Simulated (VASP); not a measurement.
Set up this calculation in VASP 6.6.1, as the native input.

| Quantity | Value |
| --- | --- |
| Task | single point |
| Functional | PBE |
| Potentials or basis | VASP PAW PBE potentials, release 64 (Be, S, H) |
| Cutoff | 520 eV |
| k mesh | 2 × 2 × 2, shifted |
| Occupations | gaussian, width 0.01 eV |
| Spin | collinear spin |
| Dipole correction | no |
| Further INCAR settings | LREAL = Auto; ALGO = Normal; EDIFF = 1e-07; NBANDS = 90 |

The structure of Be16HS16 (a cell with a defect) lies in POSCAR:

```
Be16HS16
1.0
    4.8761188970      4.8761188970      4.8761188970
   -4.8761188970     -4.8761188970      4.8761188970
    4.8761188970     -4.8761188970     -4.8761188970
Be S H
16 16 1
Direct
    0.7515531365      0.2501610584      0.0000000000
    0.0029287133      0.0000000000      0.0000000000
    0.7484468635      0.4984468635      0.7486079219
   -0.0001610584      0.2513920781      0.7498389416
    0.2500000000      0.0000000000      0.7529287133
    0.2500000000      0.7529287133      0.0000000000
    0.5001610584      0.5015531365      0.0000000000
    0.7515531365      0.0000000000      0.2501610584
    0.7484468635      0.7486079219      0.4984468635
   -0.0013920781      0.4984468635      0.4984468635
    0.2500000000      0.2501610584      0.5015531365
    0.5001610584      0.0000000000      0.5015531365
    0.5013920781      0.7498389416      0.7498389416
   -0.0001610584      0.7498389416      0.2513920781
    0.2500000000      0.5015531365      0.2501610584
    0.4970712867      0.2470712867      0.2470712867
    0.7500000000      0.2500000000      0.7500000000
   -0.0029930345      0.0000000000      0.7470069655
    0.7487420104      0.4987420104      0.4987420104
    0.0000000000      0.2500000000      0.5000000000
    0.2500000000      0.0000000000      0.5012579896
    0.2500000000      0.7470069655      0.7470069655
    0.5000000000      0.5000000000      0.7500000000
    0.7512579896      0.0000000000      0.0000000000
    0.7500000000      0.7500000000      0.2500000000
    0.0000000000      0.5000000000      0.2500000000
    0.2500000000      0.2529930345      0.2529930345
    0.5029930345      0.0000000000      0.2529930345
    0.5000000000      0.7500000000      0.5000000000
   -0.0029930345      0.7470069655      0.0000000000
    0.2500000000      0.5012579896      0.0000000000
    0.5029930345      0.2529930345      0.0000000000
    0.2500000000      0.0000000000      0.0000000000
```

This cell differs from its parent crystal: with an interstitial atom, then relaxed in part.

These files were run (other wordings do the same):

INCAR

```
  PREC = Accurate
  ENCUT = 520
  EDIFF = 1E-7
  ISMEAR = 0
  SIGMA = 0.01
  LREAL = Auto
  LASPH = True
  NELM = 150
  ALGO = Normal
  ISIF = 2
  LWAVE = False
  LCHARG = False
  ISPIN = 2
  MAGMOM = 0 0.091 0 0 0.091 0.091 0 0 0 0 0 0 0 0 0 0.091 0 0.091 0 0 0 0.091 0 0 0 0 0.091 0.091 0 0.091 0 0.091 0.091
  LORBIT = 11
  GGA = PE
  NBANDS = 90
```

KPOINTS

```
Automatic mesh
0
Gamma
  2 2 2
  0.5 0.5 0.5
```

Potentials or basis: VASP PAW PBE potentials, release 64 (Be, S, H).

Run with:

```sh
$ cat potpaw_PBE.64/Be/POTCAR potpaw_PBE.64/S/POTCAR potpaw_PBE.64/H/POTCAR > POTCAR
$ mpirun -np 1 vasp_std > vasp.out
```

It gave:

```json
{
 "Pressure": "0.5 GPa",
 "Largest force": "0.033 eV/Å",
 "Band gap on the k mesh": "1.36 eV",
 "Net moment": "1.00 μB per cell",
 "Site moments": "Be +0.00, -0.00 (each value once); S +0.00, +0.03 (each value once); H +0.28 μB",
 "Valence electrons inside the program's atomic spheres": "Be 1.03, 1.01 (each value once); S 3.83, 3.82 (each value once); H 0.44"
}
```

Caveat: the cell differs from its parent crystal (with an interstitial atom, then relaxed in part).

Run time: 9.8 min on 1 thread of AMD EPYC 7R13 (shared host), peak memory 0.77 GiB.
